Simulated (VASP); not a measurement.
C: single point with PBEsol

C:

```
C
1.0
     0.00000    1.52935    1.52935
     1.52935    0.00000    1.52935
     1.52935    1.52935    0.00000
C
1
Direct
  0.00000 0.00000 0.00000
```

| Property | Result |
| --- | --- |
| Program | VASP 6.6.1 |
| Task | single point |
| Functional | PBEsol |
| Potentials or basis | VASP PAW PBE potentials, release 64 (C) |
| Cutoff | 520 eV |
| k mesh | 18 × 18 × 18 |
| Occupations | fermi-dirac, width 0.136057 eV |
| Spin | no spin polarisation |
| Dipole correction | no |
| Further INCAR settings | ALGO = Normal; EDIFF = 1e-07; NBANDS = 8 |

```
Pressure               : -3.5 GPa
Band gap on the k mesh : zero (band 2 reaches 16.07 eV, above the bottom of band 3 at 4.67 eV)
```

Levels at points of the mesh, in eV from the Fermi level:
```csv
k point,band 1,band 2,band 3,band 4,band 5
"(0.00, 0.00, 0.00)",-19.08,8.18,8.18,8.18,30.19
"(0.50, 0.00, 0.00)",-9.47,-8.92,6.41,6.41,24.96
"(0.50, 0.50, 0.00)",-6.98,-5.45,2.28,2.28,14.75
```

Wall time 17 s on 1 thread of AMD EPYC 7R13 (shared host), peak memory 0.08 GiB.

Caveat: the PAW data sets were made with another functional, which shifts forces and pressure a little.
